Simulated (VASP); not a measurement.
# W (Fm-3m) in VASP: a series of runs

The runs below take W through single point, with PBEsol.

Everything below comes from runs of VASP 6.6.1. Logs are shortened: lines on timing, memory, paths and dates and some standing lists are left out, and cuts for length are marked.

### Step 1. The cell of the first run

The structure is cubic, space group Fm-3m (No. 225). The conventional cell has a = 3.920 Å, b = 3.920 Å, c = 3.920 Å, α = 90.00°, β = 90.00°, γ = 90.00°. W (site symmetry m-3m) has 12 W at 2.77 Å within 3.7 Å.

This isn't the form of W at room conditions, which is bcc.

### Step 2. Single point, PBEsol

File INCAR:

```
  PREC = Accurate
  ENCUT = 520
  EDIFF = 1E-7
  ISMEAR = -1
  SIGMA = 0.05
  LREAL = F
  LASPH = T
  NELM = 80
  ALGO = Normal
  ISIF = 2
  LWAVE = F
  LCHARG = T
  GGA = PS
  LELF = T
  LVHAR = T
  NBANDS = 13
```

File KPOINTS:

```
regular mesh
0
Gamma
  12 12 12
```

File POSCAR:

```
W
1.0
    0.0000000000      1.9599434507      1.9599434507
    1.9599434507      0.0000000000      1.9599434507
    1.9599434507      1.9599434507      0.0000000000
W
1
Direct
    0.0000000000      0.0000000000      0.0000000000
```

Potentials or basis: VASP PAW PBE potentials, release 64 (W_sv).

Command:

```bash
$ cat potpaw_PBE.64/W_sv/POTCAR > POTCAR
$ mpirun -np 1 vasp_std > vasp.out
```

OUTCAR:

```text
PREC = Accurate
   ENCUT = 520
   EDIFF = 1E-7
   ISMEAR = -1
   LREAL = F
   LASPH = T
   NELM = 80
   ISIF = 2
   GGA = PS

 ion  position               nearest neighbor table
   1  0.000  0.000  0.000-

  LATTYP: Found a face centered cubic cell.
 ALAT       =     3.9198869014

  Lattice vectors:

 A1 = (   0.0000000000,   1.9599434507,   1.9599434507)
 A2 = (   1.9599434507,   0.0000000000,   1.9599434507)
 A3 = (   1.9599434507,   1.9599434507,   0.0000000000)

Analysis of symmetry for initial positions (statically):
=====================================================================
 Subroutine PRICEL returns:
 Original cell was already a primitive cell.

 Routine SETGRP: Setting up the symmetry group for a
 face centered cubic supercell.

 Subroutine GETGRP returns: Found 48 space group operations
 (whereof 48 operations were pure point group operations)
 out of a pool of 48 trial point group operations.

The static configuration has the point symmetry O_h .

Analysis of symmetry for dynamics (positions and initial velocities):
=====================================================================
 Subroutine PRICEL returns:
 Original cell was already a primitive cell.

 Routine SETGRP: Setting up the symmetry group for a
 face centered cubic supercell.

 Subroutine GETGRP returns: Found 48 space group operations
 (whereof 48 operations were pure point group operations)
 out of a pool of 48 trial point group operations.

The dynamic configuration has the point symmetry O_h .

 Subroutine INISYM returns: Found 48 space group operations
 (whereof 48 operations are pure point group operations),
 and found     1 'primitive' translations

----------------------------------------------------------------------------------------

                                     Primitive cell

  volume of cell :      15.0578

  direct lattice vectors                    reciprocal lattice vectors
     0.000000000  1.959943451  1.959943451    -0.255109401  0.255109401  0.255109401
     1.959943451  0.000000000  1.959943451     0.255109401 -0.255109401  0.255109401
     1.959943451  1.959943451  0.000000000     0.255109401  0.255109401 -0.255109401

  length of vectors
     2.771778609  2.771778609  2.771778609     0.441862444  0.441862444  0.441862444

  position of ions in fractional coordinates (direct lattice)
     0.000000000  0.000000000  0.000000000

  ion indices of the primitive-cell ions
   primitive index   ion index
                 1           1

----------------------------------------------------------------------------------------

 KPOINTS: regular mesh

Automatic generation of k-mesh.
 Grid dimensions read from file:
 generate k-points for:   12   12   12

 Generating k-lattice:

  Cartesian coordinates                     Fractional coordinates (reciprocal lattice)
    -0.021259117  0.021259117  0.021259117     0.083333333  0.000000000  0.000000000
     0.021259117 -0.021259117  0.021259117     0.000000000  0.083333333  0.000000000
     0.021259117  0.021259117 -0.021259117     0.000000000  0.000000000  0.083333333

  Length of vectors
     0.036821870  0.036821870  0.036821870

  Shift w.r.t. Gamma in fractional coordinates (k-lattice)
     0.000000000  0.000000000  0.000000000

 Subroutine IBZKPT returns following result:
 ===========================================

 Found     72 irreducible k-points:

 Following reciprocal coordinates:
            Coordinates               Weight
  0.000000  0.000000  0.000000      1.000000
  0.083333  0.000000  0.000000      8.000000
  0.166667  0.000000  0.000000      8.000000
  0.250000  0.000000  0.000000      8.000000
  0.333333  0.000000  0.000000      8.000000
  0.416667  0.000000  0.000000      8.000000
[... 16 lines left out ...]
  0.500000  0.166667  0.000000     24.000000
 -0.416667  0.166667  0.000000     24.000000
 [... further k-points ...]
   k-points           NKPTS =     72   k-points in BZ     NKDIM =     72   number of bands    NBANDS=     13
   number of dos      NEDOS =    301   number of ions     NIONS =      1
   total plane-waves  NPLWV =  13824
   dimension x,y,z NGX =    24 NGY =   24 NGZ =   24
   dimension x,y,z NGXF=    48 NGYF=   48 NGZF=   48
   ions per type =               1
   NGX,Y,Z   is equivalent  to a cutoff of  14.39, 14.39, 14.39 a.u.
   NGXF,Y,Z  is equivalent  to a cutoff of  28.79, 28.79, 28.79 a.u.
 SYSTEM =  unknown system
   PREC   = accura    normal or accurate (medium, high low for compatibility)
   ISTART =      0    job   : 0-new  1-cont  2-samecut
   ICHARG =      2    charge: 1-file 2-atom 10-const
   ISPIN  =      1    spin polarized calculation?
   LNONCOLLINEAR =      F non collinear calculations
   LSORBIT =      F    spin-orbit coupling
   LASPH  =      T    aspherical Exc in radial PAW
   ENCUT  =  520.0 eV  38.22 Ry    6.18 a.u.   5.15  5.15  5.15*2*pi/ulx,y,z
   NELM   =     80;   NELMIN=  2; NELMDL= -5     # of ELM steps
   EDIFF  = 0.1E-06   stopping-criterion for ELM
   LREAL  =      F    real-space projection
   EDIFFG = 0.1E-05   stopping-criterion for IOM
   NSW    =      0    number of steps for IOM
   IBRION =     -1    ionic relax: 0-MD 1-quasi-New 2-CG
   NFREE  =      0    steps in history (QN), initial steepest desc. (CG)
   ISIF   =      2    stress and relaxation
   ISYM   =      2    0-nonsym 1-usesym 2-fastsym
   POTIM  = 0.5000    time-step for ionic-motion
   TEBEG  =    0.0;   TEEND  =   0.0 temperature during run
   PSTRESS=    0.0 pullay stress
   NELECT =      14.0000    total number of electrons
   NUPDOWN=      -1.0000    fix difference up-down
   EMIN   =  10.00;   EMAX   =-10.00  energy-range for DOS
   EFERMI =   0.00;   METHOD = LEGACY
   ISMEAR =    -1;   SIGMA  =   0.05  broadening in eV -4-tet -1-fermi 0-gaus
   EFERMI_NEDOS =   21; number of points for ismear=-14 and -15
   IALGO  =     38    algorithm
   IMIX   =      4    mixing-type and parameters
     AMIX     =   0.40;   BMIX     =  1.00
     AMIX_MAG =   1.60;   BMIX_MAG =  1.00
  volume/ion in A,a.u.               =      15.06       101.61
  Fermi-wavevector in a.u.,A,eV,Ry     =   1.597830  3.019461 34.736510  2.553061
  Thomas-Fermi vector in A             =   2.695375
   LORBIT       =      0    0 simple, 1 ext, 2 COOP (PROOUT), +10 PAW based schemes
   GGA     = PS    functional components
   LHFCALC =     F    Hartree Fock is set to
   AEXX    =    0.0000 exact exchange contribution
   IVDW    =     0    specifies the selected vdW correction
   LEPSILON=     F    determine dielectric tensor
   LRPA    =     F    only Hartree local field effects (RPA)
 non-spin polarized calculation
  energy-cutoff  :      520.00
  volume of cell :       15.06
 maximum number of plane-waves:       419
 NGX is ok and might be reduce to    24
   NGX = 11   NGY = 11   NGZ = 11

 number of electron      14.0000001 magnetization

 Free energy of the ion-electron system (eV)
  ---------------------------------------------------
  ext. energy  EPLUGINS =         0.00000000
  ---------------------------------------------------
  free energy    TOTEN  =       -13.25920870 eV

  energy without entropy =      -13.24850276  energy(sigma->0) =      -13.25385573

 E-fermi :  11.5216     XC(G=0): -14.0417

 val. band max:       11.5165489703   @ k =   0.5000   0.1667   0.0833
 cond. band min:      11.5725423180   @ k =  -0.4167   0.1667   0.0000
 fundamental gap:      0.0559933477
 Fermi energy:        11.5216462861

 k-point     1 :       0.0000    0.0000    0.0000
  band No.  band energies     occupation
      1     -61.9266      2.00000
      2     -25.4240      2.00000
      3     -25.4240      2.00000
      4     -25.4240      2.00000
      5       2.0874      2.00000
      6      10.8606      2.00000
      7      10.8606      2.00000
      8      10.8606      2.00000
      9      14.3850      0.00000
     10      14.3850      0.00000
     11      24.4609      0.00000
     12      30.0767      0.00000
     13      30.0767      0.00000

 k-point     2 :       0.0833    0.0000    0.0000
  band No.  band energies     occupation
      1     -61.9162      2.00000
      2     -25.5358      2.00000
      3     -25.4379      2.00000
      4     -25.4379      2.00000
      5       2.4247      2.00000
      6      10.6024      2.00000
      7      11.0156      1.99992
      8      11.0156      1.99992
      9      14.2366      0.00000
     10      14.2366      0.00000
     11      25.1323      0.00000
     12      28.8424      0.00000
     13      30.7150      0.00000

 k-point     3 :       0.1667    0.0000    0.0000
  band No.  band energies     occupation
      1     -61.8875      2.00000
      2     -25.8337      2.00000
      3     -25.4755      2.00000
      4     -25.4755      2.00000
      5       3.3363      2.00000
      6      10.0732      2.00000
      7      11.3229      1.96315
      8      11.3229      1.96315
      9      14.0542      0.00000
     10      14.0542      0.00000
     11      26.1523      0.00000
     12      27.7110      0.00000
     13      32.4902      0.00000
[... 305 lines left out ...]
 k-point    23 :       0.5000    0.1667    0.0000
  band No.  band energies     occupation
      1     -61.7564      2.00000
      2     -26.8063      2.00000
      3     -25.8635      2.00000
      4     -25.7157      2.00000
      5       6.4552      2.00000
      6       9.2382      2.00000
      7      10.9180      1.99999
      8      11.7269      0.03241
      9      17.3337      0.00000
     10      18.4476      0.00000
     11      22.5919      0.00000
     12      26.7627      0.00000
     13      30.6007      0.00000

 k-point    24 :      -0.4167    0.1667    0.0000
  band No.  band energies     occupation
      1     -61.7537      2.00000
      2     -26.8196      2.00000
      3     -25.9147      2.00000
      4     -25.6835      2.00000
      5       6.5546      2.00000
      6       9.3016      2.00000
      7      11.1990      1.99685
      8      11.5725      0.53087
      9      16.5074      0.00000
     10      19.1659      0.00000
     11      22.5512      0.00000
     12      26.7659      0.00000
     13      30.4523      0.00000

 [... further k-points ...]

------------------------ aborting loop because EDIFF is reached ----------------------------------------

  FORCE on cell =-STRESS in cart. coord.  units (eV):
  Direction    XX          YY          ZZ          XY          YZ          ZX
  --------------------------------------------------------------------------------------
  -------------------------------------------------------------------------------------
  Total        1.9404831      1.9404831      1.9404831      0.0000000      0.0000000      0.0000000
  in kB      206.4713669    206.4713669    206.4713669      0.0000000      0.0000000      0.0000000
  external PRESSURE =     206.4713669 kB  Pullay stress =       0.0000000 kB

 VOLUME and BASIS-vectors are now :
 -----------------------------------------------------------------------------
  energy-cutoff  :      520.00
  volume of cell :       15.06
      direct lattice vectors                 reciprocal lattice vectors
     0.000000000  1.959943451  1.959943451    -0.255109401  0.255109401  0.255109401
     1.959943451  0.000000000  1.959943451     0.255109401 -0.255109401  0.255109401
     1.959943451  1.959943451  0.000000000     0.255109401  0.255109401 -0.255109401

 POSITION                                       TOTAL-FORCE (eV/Angst)
 -----------------------------------------------------------------------------------
      0.00000      0.00000      0.00000        -0.000000     -0.000000     -0.000000
 -----------------------------------------------------------------------------------
    total drift:                               -0.000000     -0.000000     -0.000000

  FREE ENERGIE OF THE ION-ELECTRON SYSTEM (eV)
  ---------------------------------------------------
  free  energy   TOTEN  =       -13.2592086971 eV

  energy  without entropy=      -13.2485027555  energy(sigma->0) =      -13.25385573
```

Wall time 15 s (1 thread of AMD EPYC 7R13 (Zen 3), shared host); peak memory 0.12 GiB.

What came out:

```yaml
Free_energy: -13.2592 eV
Pressure: 20.6 GPa
Band_gap_on_the_k_mesh: zero (bands 7 and 8 overlap by 4.28 eV)
```

Levels at points of the mesh, in eV from the Fermi level:
| k point | band 5 | band 6 | band 7 | band 8 | band 9 | band 10 |
| --- | --- | --- | --- | --- | --- | --- |
| (0.00, 0.00, 0.00) | -9.43 | -0.66 | -0.66 | -0.66 | 2.86 | 2.86 |
| (0.50, 0.00, 0.00) | -6.08 | -0.94 | -0.94 | 0.97 | 5.70 | 5.70 |
| (0.50, 0.50, 0.00) | -6.12 | -5.07 | 3.62 | 5.66 | 6.55 | 6.55 |

Caveat: the cell stands under pressure; the PAW data sets were made with another functional, which shifts forces and pressure a little; spin-orbit coupling is left out, which moves the levels of the heavy elements.

### Step 3. Single point, PBEsol

This run uses another cell than the first one, of 15.48 Å³/atom.

File INCAR:

```
ALGO = Normal
EDIFF = 1E-6
ENCUT = 520
GGA = PS
ISIF = 2
ISMEAR = -1
LASPH = T
LCHARG = T
LELF = T
LREAL = F
LVHAR = T
LWAVE = F
NBANDS = 13
NELM = 100
PREC = Accurate
SIGMA = 0.05
```

File KPOINTS:

```
k-points
0
Gamma
  12 12 12
```

File POSCAR:

```
W
1.0
    0.0000000000      1.9779255878      1.9779255878
    1.9779255878      0.0000000000      1.9779255878
    1.9779255878      1.9779255878      0.0000000000
W
1
Direct
    0.0000000000      0.0000000000      0.0000000000
```

Potentials or basis: VASP PAW PBE potentials, release 64 (W_sv).

Command:

```bash
$ cat potpaw_PBE.64/W_sv/POTCAR > POTCAR
$ mpirun -np 1 vasp_std > vasp.out
```

Run time: 12 s. Hardware: 1 thread of AMD EPYC 7R13 (Zen 3), shared host; peak memory 0.12 GiB.

It converged, with:

```
Free energy            : -13.2998 eV
Pressure               : 10.5 GPa
Band gap on the k mesh : zero (bands 7 and 8 overlap by 4.05 eV)
```

Levels at points of the mesh, in eV from the Fermi level:
```
           k point  band 4  band 5  band 6  band 7  band 8  band 9  band 10  band 11
(0.00, 0.00, 0.00)  -37.05   -9.31   -0.63   -0.63   -0.63    2.76     2.76    12.90
(0.50, 0.00, 0.00)  -37.24   -5.94   -0.89   -0.89    0.84    5.48     5.48    11.19
(0.50, 0.50, 0.00)  -37.56   -5.93   -4.90    3.42    5.44    6.29     6.29    12.26
```

Caveat: the cell stands under pressure; the PAW data sets were made with another functional, which shifts forces and pressure a little; spin-orbit coupling is left out, which moves the levels of the heavy elements.

### Step 4. Single point, PBEsol

This run uses another cell than the first one, of 15.89 Å³/atom.

File INCAR:

```
PREC     = Accurate       # precision mode
ENCUT    = 520            # plane-wave cutoff, eV
EDIFF    = 1E-6           # SCF threshold, eV
ISMEAR   = -1             # smearing method
SIGMA    = 0.05           # smearing width, eV
LREAL    = F              # projectors in reciprocal space
LASPH    = T              # aspherical terms in the spheres
NELM     = 60             # most SCF steps
ALGO     = Normal         # electronic algorithm
ISIF     = 2              # what is computed and relaxed
LWAVE    = F              # write WAVECAR
LCHARG   = T              # write CHGCAR
GGA      = PS             # functional
LELF     = T              # ELF
LVHAR    = T            
NBANDS   = 13             # bands
```

File KPOINTS:

```
regular mesh
0
Gamma
  12 12 12
```

File POSCAR:

```
W
1.0
    0.0000000000      1.9955865722      1.9955865722
    1.9955865722      0.0000000000      1.9955865722
    1.9955865722      1.9955865722      0.0000000000
W
1
Direct
    0.0000000000      0.0000000000      0.0000000000
```

Command:

```bash
$ cat potpaw_PBE.64/W_sv/POTCAR > POTCAR
$ mpirun -np 1 vasp_std > vasp.out
```

It took 13 s on 1 thread of AMD EPYC 7R13 (Zen 3), shared host; peak memory 0.12 GiB.

It converged, with:

```yaml
Free_energy: -13.3156 eV
Pressure: 1.7 GPa
Band_gap_on_the_k_mesh: zero (bands 7 and 8 overlap by 3.85 eV)
```

Levels at points of the mesh, in eV from the Fermi level:
| k point | band 4 | band 5 | band 6 | band 7 | band 8 | band 9 | band 10 | band 11 |
| --- | --- | --- | --- | --- | --- | --- | --- | --- |
| (0.00, 0.00, 0.00) | -37.15 | -9.19 | -0.61 | -0.61 | -0.61 | 2.66 | 2.66 | 12.85 |
| (0.50, 0.00, 0.00) | -37.32 | -5.80 | -0.86 | -0.86 | 0.74 | 5.27 | 5.27 | 10.76 |
| (0.50, 0.50, 0.00) | -37.61 | -5.74 | -4.73 | 3.24 | 5.23 | 6.05 | 6.05 | 12.00 |

Caveat: the PAW data sets were made with another functional, which shifts forces and pressure a little; spin-orbit coupling is left out, which moves the levels of the heavy elements.

### Step 5. Single point, PBEsol

This run uses another cell than the first one, of 16.31 Å³/atom.

File INCAR:

```
PREC = Accurate ; ENCUT = 520
EDIFF = 1E-6 ; ISMEAR = -1
SIGMA = 0.05 ; LREAL = F
LASPH = T ; NELM = 60
ALGO = Normal ; ISIF = 2
LWAVE = F ; LCHARG = T
GGA = PS ; LELF = T
LVHAR = T ; NBANDS = 13
```

File KPOINTS:

```
Automatic mesh
0
Gamma
  12 12 12
```

File POSCAR:

```
W
1.0
    0.0000000000      2.0129403699      2.0129403699
    2.0129403699      0.0000000000      2.0129403699
    2.0129403699      2.0129403699      0.0000000000
W
1
Direct
    0.0000000000      0.0000000000      0.0000000000
```

Command:

```bash
$ cat potpaw_PBE.64/W_sv/POTCAR > POTCAR
$ mpirun -np 1 vasp_std > vasp.out
```

Run time: 13 s. Hardware: 1 thread of AMD EPYC 7R13 (Zen 3), shared host; peak memory 0.12 GiB.

It converged, with:

```yaml
Free_energy: -13.3101 eV
Pressure: -5.9 GPa
Band_gap_on_the_k_mesh: zero (bands 7 and 8 overlap by 3.66 eV)
```

Levels at points of the mesh, in eV from the Fermi level:
```csv
k point,band 4,band 5,band 6,band 7,band 8,band 9,band 10,band 11
"(0.00, 0.00, 0.00)",-37.24,-9.06,-0.58,-0.58,-0.58,2.56,2.56,12.81
"(0.50, 0.00, 0.00)",-37.40,-5.66,-0.82,-0.82,0.65,5.08,5.08,10.35
"(0.50, 0.50, 0.00)",-37.67,-5.56,-4.57,3.08,5.03,5.83,5.83,11.77
```

Caveat: the cell stands under tension; the PAW data sets were made with another functional, which shifts forces and pressure a little; spin-orbit coupling is left out, which moves the levels of the heavy elements.

### Step 6. Overview

```csv
cell,gap on the mesh (eV),pressure (GPa)
"a = 2.772 Å, angles 60.0°, 1 atom",none,20.6
"a = 2.797 Å, angles 60.0°, 1 atom",none,10.5
"a = 2.822 Å, angles 60.0°, 1 atom",none,1.7
"a = 2.847 Å, angles 60.0°, 1 atom",none,-5.9
```

Alike in all rows: task single point; level PBEsol; potentials or basis VASP PAW PBE potentials, release 64 (W_sv); no spin polarisation; k mesh 12 × 12 × 12; cutoff (eV) 520; smearing fermi-dirac 0.05 eV.

Caveats: the PAW data sets were made with another functional, which shifts forces and pressure a little; spin-orbit coupling is left out, which moves the levels of the heavy elements; the cell stands under pressure (at least some runs); the cell stands under tension (at least some runs).

Absolute energies hang on the potentials; compare differences alone.
